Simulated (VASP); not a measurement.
## AlN: single point with PBE

Crystal: AlN.

```xyz
4
Lattice="3.1110 0.0000 0.0000 -1.5555 2.6942 0.0000 0.0000 0.0000 4.9780" Properties=species:S:1:pos:R:3 pbc="T T T"
Al    0.0505    1.8467    0.0505
Al    1.6060    0.9486    2.5395
N     0.0000    1.7961    1.9165
N     1.5555    0.8981    4.4055
```

This cell differs from its parent crystal: all Al atoms moved +0.087 Å, as atom 1 along Cartesian [1 1 1].

```
Program                : VASP 6.6.1
Task                   : single point
Functional             : PBE
Potentials or basis    : VASP PAW PBE potentials, release 64 (Al, N)
Cutoff                 : 520 eV
k mesh                 : 6 × 6 × 4
Occupations            : gaussian, width 0.05 eV
Spin                   : no spin polarisation
Dipole correction      : no
Further INCAR settings : ALGO = Normal; EDIFF = 1e-07; NBANDS = 16
```

The pressure is 4.7 GPa. The largest force is 1.166 eV/Å. The band gap on the k mesh is 4.21 eV.

Forces on the atoms (eV/Å):
```
Al  -0.589 -0.709 -0.414
Al  -0.831 -0.710 -0.405
N    0.831  0.710  0.405
N    0.588  0.709  0.414
```

Stress tensor (GPa, compression positive):
```
 3.11  0.34 -2.19
 0.34  3.10 -2.19
-2.19 -2.19  7.82
```

Levels at points of the mesh, in eV from the valence-band top:
| k point | band 6 | band 7 | band 8 | band 9 | band 10 | band 11 |
| --- | --- | --- | --- | --- | --- | --- |
| (0.00, 0.00, 0.00) | -0.22 | -0.13 | 0.00 | 4.21 | 6.64 | 10.54 |
| (0.50, 0.00, 0.00) | -2.05 | -1.83 | -0.63 | 5.76 | 5.82 | 8.22 |
| (0.00, 0.50, 0.00) | -2.04 | -1.83 | -0.63 | 5.76 | 5.80 | 8.20 |
| (0.50, 0.50, 0.00) | -2.03 | -1.84 | -0.62 | 5.76 | 5.79 | 8.19 |
| (0.00, 0.00, 0.50) | -0.63 | -0.34 | -0.34 | 6.43 | 6.43 | 10.31 |
| (0.50, 0.00, 0.50) | -1.46 | -1.34 | -1.28 | 5.28 | 5.32 | 9.24 |
| (0.00, 0.50, 0.50) | -1.42 | -1.39 | -1.25 | 5.29 | 5.31 | 9.25 |
| (0.50, 0.50, 0.50) | -1.49 | -1.32 | -1.27 | 5.29 | 5.30 | 9.29 |

Wall time 57 s on 1 thread of Intel Xeon 8259CL (shared host), peak memory 0.18 GiB.

Caveat: the cell differs from its parent crystal (all Al atoms moved +0.087 Å, as atom 1 along Cartesian [1 1 1]); the cell stands under pressure; forces of over 1 eV/Å act on the atoms, so gaps and moduli don't describe the material at rest.
